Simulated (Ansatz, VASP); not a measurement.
This is a calculation of AgRh for Ansatz 0.2.0.

input.yaml

```yaml
crystal:
  lattice:
    - [2.7589461066, 0.0, 0.0]
    - [-1.3794730533, 2.389317416, 0.0]
    - [0.0, 0.0, 4.7763285309]
  atoms:
    - { symbol: Ag, position: [0.0, 0.0, 0.5] }
    - { symbol: Rh, position: [0.6666666667, 0.3333333333, 0.0] }
kpoints:
  mp_grid: { grid: [11, 11, 6] }
scf:
  occupations: { method: methfessel_paxton, width: 0.1 }
hamiltonian:
  xc: blyp
  pseudopotentials: { kind: all_electron, lapw: { basis_error: 0.001 } }
output:
  forces: true
  stress: true
  eigenvalues: true
```

Potentials or basis: all-electron LAPW, scalar-relativistic.

Run with:

```console
$ ansatz run input.yaml --threads 1 --pin off --max-ram 3072MiB --backend cpu --events-out ev --progress --plain --runs-dir out
```

Question: Set up the same calculation for VASP 6.6.1. Potentials there: VASP PAW PBE potentials, release 64 (Ag, Rh_pv).

Answer: As run (the cutoff follows the program's own potentials):

Contents of INCAR:

```
PREC     = Accurate       # precision mode
ENCUT    = 520            # plane-wave cutoff, eV
EDIFF    = 1E-6           # SCF threshold, eV
ISMEAR   = 1              # smearing method
SIGMA    = 0.1            # smearing width, eV
LREAL    = F              # projectors in reciprocal space
LASPH    = T              # aspherical terms in the spheres
NELM     = 60             # most SCF steps
ALGO     = Normal         # electronic algorithm
ISIF     = 2              # what is computed and relaxed
LWAVE    = F              # write WAVECAR
LCHARG   = F              # write CHGCAR
GGA      = B5             # functional
ALDAX    = 1.0          
AGGAX    = 1.0          
AGGAC    = 1.0          
ALDAC    = 0.0          
NBANDS   = 20             # bands
```

KPOINTS

```
Automatic mesh
0
Gamma
  11 11 6
```

File POSCAR:

```
AgRh
1.0
    2.7589461066      0.0000000000      0.0000000000
   -1.3794730533      2.3893174160      0.0000000000
    0.0000000000      0.0000000000      4.7763285309
Ag Rh
1 1
Direct
    0.0000000000      0.0000000000      0.5000000000
    0.6666666667      0.3333333333      0.0000000000
```

Potentials or basis: VASP PAW PBE potentials, release 64 (Ag, Rh_pv).

Command:

```sh
$ cat potpaw_PBE.64/Ag/POTCAR potpaw_PBE.64/Rh_pv/POTCAR > POTCAR
$ mpirun -np 1 vasp_std > vasp.out
```

Both were run:

|  | VASP | Ansatz | Ansatz less VASP |
| --- | --- | --- | --- |
| gap on the k mesh at the Fermi level (eV) | none | none | - |
| pressure (GPa) | 10.7 | 10.4 | -0.32 |
| traceless stress, the component that is largest in VASP (GPa) | -0.88 | -0.84 | +0.048 |

VASP's potentials were made for PBE, not for BLYP. A gap of «none» marks a metal or a gap that the smearing closes. Ansatz ran all-electron here, and VASP with PAW potentials.
